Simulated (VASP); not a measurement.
## CdF2: single point with PBE

Crystal: CdF2.

```
CELL_PARAMETERS angstrom
0.00000 2.68479 2.68479
2.68479 0.00000 2.68479
2.68479 2.68479 0.00000
ATOMIC_POSITIONS crystal
Cd 0.00000 0.00000 0.00000
F 0.25000 0.25000 0.25000
F 0.75000 0.75000 0.75000
```

```
Program             : VASP 6.6.1
Task                : single point
Functional          : PBE
Potentials or basis : VASP PAW PBE potentials, release 64 (Cd, F)
Cutoff              : 520 eV
k mesh              : 8 × 8 × 8
Occupations         : gaussian, width 0.02 eV
Spin                : no spin polarisation
```

```
Pressure               : 7.5 GPa
Band gap on the k mesh : 3.10 eV (least direct gap 3.59 eV)
```

Levels at points of the mesh, in eV from the valence-band top:
| k point | band 11 | band 12 | band 13 | band 14 | band 15 | band 16 |
| --- | --- | --- | --- | --- | --- | --- |
| (0.00, 0.00, 0.00) | -0.49 | -0.49 | -0.49 | 3.10 | 12.75 | 12.75 |
| (0.50, 0.00, 0.00) | -1.88 | -0.39 | -0.39 | 7.25 | 9.19 | 14.59 |
| (0.50, 0.50, 0.00) | -0.52 | -0.09 | -0.09 | 8.09 | 9.71 | 11.94 |

It took 34 s on 1 thread of Intel(R) Xeon(R) Platinum 8375C CPU @ 2.90GHz (Ice Lake) (shared host), peak memory 0.16 GiB.

Caveat: the cell stands under pressure. A k mesh can miss the band edges.
